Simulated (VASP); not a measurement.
Crystal: WS2.

```xyz
12
Lattice="3.2531 0.0084 0.0273 0.0145 5.4763 0.0279 0.1261 0.0744 14.5436" Properties=species:S:1:pos:R:3 pbc="T T T"
W     0.0371    1.8492    3.7723
W     1.7039    4.4824    3.7952
W     1.6943    0.9448   10.9590
W     3.2629    3.6482   10.8472
S     0.1232    1.8816    9.2279
S     1.7580    4.6871    9.4145
S     1.6847    1.0655    2.0480
S     3.2607    3.7881    1.9826
S     0.0691    1.7438   12.4906
S     1.7964    4.6532   12.5640
S     1.6458    0.8955    5.2059
S     3.3262    3.7148    5.2863
```

| Quantity | Value |
| --- | --- |
| Program | VASP 6.6.1 |
| Task | relaxation of cell and atoms |
| Functional | PBE |
| Potentials or basis | VASP PAW PBE potentials, release 64 (W_sv, S) |
| Cutoff | 500 eV |
| k mesh | 4 × 4 × 1 |
| Occupations | gaussian, width 0.1 eV |
| Spin | no spin polarisation |

At the start: pressure -2.5 GPa; volume 21.59 Å³/atom.

Problem. Where does the relaxation end?

Solution. Over 16 steps the energy falls by 154.1 meV/atom and the volume is 20.98 Å³/atom (-2.8 %); space group P1 (No. 1, to 0.1 Å) before, P-1 (No. 2, to 0.1 Å).

Step by step:
```tsv
step	energy change (eV)	largest force (eV/Å)	pressure (GPa)	volume (Å³)
1	0.0000	5.1995	-2.47	259.07
2	-0.9640	4.9074	4.44	246.66
3	-1.6191	1.5285	0.37	251.22
4	-1.7851	0.7727	-0.21	251.83
5	-1.8008	0.5516	-0.15	251.70
6	-1.8394	0.2634	0.21	251.13
7	-1.8409	0.2652	0.31	250.99
8	-1.8450	0.1829	-0.46	252.18
9	-1.8470	0.1242	-0.18	251.74
10	-1.8484	0.0657	0.22	251.22
11	-1.8485	0.0655	0.14	251.32
12	-1.8492	0.0527	-0.03	251.66
13	-1.8492	0.0482	-0.02	251.63
14	-1.8495	0.0299	0.02	251.65
15	-1.8495	0.0334	0.03	251.65
16	-1.8497	0.0200	0.01	251.78
```

Final structure:
```yaml
crystal:
  lattice:
    - [3.18615, 0.00006, 0.01413]
    - [-0.00033, 5.51989, 0.08587]
    - [0.06627, 0.23022, 14.31991]
  atoms:
    - { symbol: W, position: [0.00210, 0.33734, 0.25112] }
    - { symbol: W, position: [0.50218, 0.83741, 0.25110] }
    - { symbol: W, position: [0.49771, 0.16256, 0.74888] }
    - { symbol: W, position: [0.99802, 0.66272, 0.74887] }
    - { symbol: S, position: [0.00212, 0.33809, 0.63914] }
    - { symbol: S, position: [0.50268, 0.83817, 0.63915] }
    - { symbol: S, position: [0.50650, 0.17999, 0.14136] }
    - { symbol: S, position: [0.00663, 0.67986, 0.14140] }
    - { symbol: S, position: [0.99325, 0.31986, 0.85859] }
    - { symbol: S, position: [0.49361, 0.82007, 0.85866] }
    - { symbol: S, position: [0.49758, 0.16193, 0.36091] }
    - { symbol: S, position: [0.99763, 0.66200, 0.36082] }
```

Caveat: the k points lie up to 0.49 Å⁻¹ apart in the final cell.
